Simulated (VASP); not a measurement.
# PbO2: relaxation of cell and atoms with PBE

PbO2:

```xyz
6
Lattice="-3.0616 3.0616 3.9604 3.0616 -3.0616 3.9604 3.0616 3.0616 -3.9604" Properties=species:S:1:pos:R:3 pbc="T T T"
Pb    0.0000    0.0000    0.0000
Pb    0.0000    3.0616    1.9802
O     1.0291    1.5308    0.9901
O     1.5308    4.0907    2.9703
O    -1.5308    2.0325    2.9703
O    -1.0291    4.5924    0.9901
```

* Program: VASP 6.6.1
* Task: relaxation of cell and atoms
* Functional: PBE
* Potentials or basis: VASP PAW PBE potentials, release 64 (Pb_d, O)
* Cutoff: 600 eV
* k mesh: 6 × 6 × 6
* Occupations: gaussian, width 0.02 eV
* Spin: no spin polarisation
* Dipole correction: no
* Further INCAR settings: ALGO = Normal; EDIFF = 1e-07; IBRION = 2; EDIFFG = -0.01; NSW = 80; ISIF = 3

```yaml
Relaxed_volume: 23.91 Å³/atom
Relaxed_cell: a = 5.743 Å, b = 5.743 Å, c = 5.743 Å, α = 113.83°, β = 113.83°, γ = 101.07°
Space_group_after_relaxing_to_0.1_Å: I-42d (No. 122)
Energy_gained_by_relaxing: 2.7 meV/atom
Ionic_steps: 11
Pressure_after_relaxing: 0.0 GPa
Largest_force_after_relaxing: 0.007 eV/Å
Band_gap_on_the_k_mesh: 0.82 eV
```

Forces on the atoms (eV/Å):
```
Pb   0.000  0.000  0.000
Pb   0.000  0.000  0.000
O    0.007  0.000  0.000
O    0.000  0.007  0.000
O    0.000 -0.007  0.000
O   -0.007  0.000  0.000
```

Step by step:
| step | energy change (eV) | largest force (eV/Å) | pressure (GPa) | volume (Å³) |
| --- | --- | --- | --- | --- |
| 1 | 0.0000 | 0.0341 | 0.20 | 148.49 |
| 2 | -0.0008 | 0.0268 | -0.21 | 149.17 |
| 3 | -0.0009 | 0.0159 | -0.14 | 149.05 |
| 4 | -0.0017 | 0.0161 | -0.14 | 148.87 |
| 5 | -0.0043 | 0.0164 | -0.14 | 148.35 |
| 6 | -0.0088 | 0.0182 | -0.15 | 147.25 |
| 7 | -0.0149 | 0.0270 | -0.22 | 144.93 |
| 8 | -0.0059 | 0.0692 | -0.50 | 139.72 |
| 9 | -0.0158 | 0.0317 | -0.25 | 144.09 |
| 10 | -0.0094 | 0.1539 | 1.03 | 141.27 |
| 11 | -0.0163 | 0.0068 | 0.01 | 143.49 |

Final structure:
```yaml
crystal:
  lattice:
    - [-3.13500, 3.13500, 3.64993]
    - [3.13500, -3.13500, 3.64993]
    - [3.13500, 3.13500, -3.64993]
  atoms:
    - { symbol: Pb, position: [0.00000, 0.00000, 0.00000] }
    - { symbol: Pb, position: [0.75000, 0.25000, 0.50000] }
    - { symbol: O, position: [0.37500, 0.29287, 0.41787] }
    - { symbol: O, position: [0.04287, 0.62500, 0.91787] }
    - { symbol: O, position: [0.70713, 0.12500, 0.08213] }
    - { symbol: O, position: [0.87500, 0.95713, 0.58213] }
```

Levels at points of the mesh, in eV from the valence-band top:
```csv
k point,band 24,band 25,band 26,band 27,band 28,band 29
"(0.00, 0.00, 0.00)",-0.50,-0.26,0.00,0.82,3.93,6.27
"(0.50, 0.00, 0.00)",-0.38,-0.38,-0.29,1.84,3.28,6.12
"(0.50, 0.50, 0.00)",-0.45,-0.30,-0.30,2.46,2.46,6.25
"(0.50, 0.50, 0.50)",-0.62,-0.26,-0.26,3.01,3.01,6.22
```

Run time: 37 min on 1 thread of Intel Xeon 8259CL (shared host), peak memory 0.43 GiB.

Caveat: spin-orbit coupling is left out, which moves the levels of the heavy elements. A k mesh can miss the band edges.
